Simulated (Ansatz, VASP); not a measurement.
# Two plane-wave programs on C

```xyz
4
Lattice="2.4589 0.0000 0.0000 -1.2294 2.1295 0.0000 0.0000 0.0000 7.6358" Properties=species:S:1:pos:R:3 pbc="T T T"
C     0.0000    0.0000    1.9090
C     0.0000    0.0000    5.7269
C     0.0000    1.4196    1.9090
C     1.2294    0.7098    5.7269
```

Change from the starting cell: strain along c alone, the other axes held, atoms relaxed: +4.5 %.

Alike in both runs: task single point; functional PBEsol; k mesh 24 × 24 × 8; occupations gaussian, width 0.1 eV; no spin polarisation.

|  | VASP | Ansatz |
| --- | --- | --- |
| version | VASP 6.6.1 | Ansatz 0.2.0 |
| potentials or method | VASP PAW PBE potentials, release 64 (C), cutoff 520 eV | scalar-relativistic, plane waves, PAW |
| valence electrons in the cell | 16 | 16 |

VASP gave:

* gap on the k mesh at the Fermi level (eV): none
* pressure (GPa): 0.5
* traceless stress, the component that is largest in VASP (GPa): -0.82

Problem. Estimate Ansatz's values.

Solution. gap on the k mesh at the Fermi level (eV): none; pressure (GPa): -0.1; traceless stress, the component that is largest in VASP (GPa): -0.16.

VASP's potentials were made for PBE, not for PBEsol. A gap of «none» marks a metal or a gap that the smearing closes. The functional is the same, so the differences come from potentials, cutoffs and numerics.
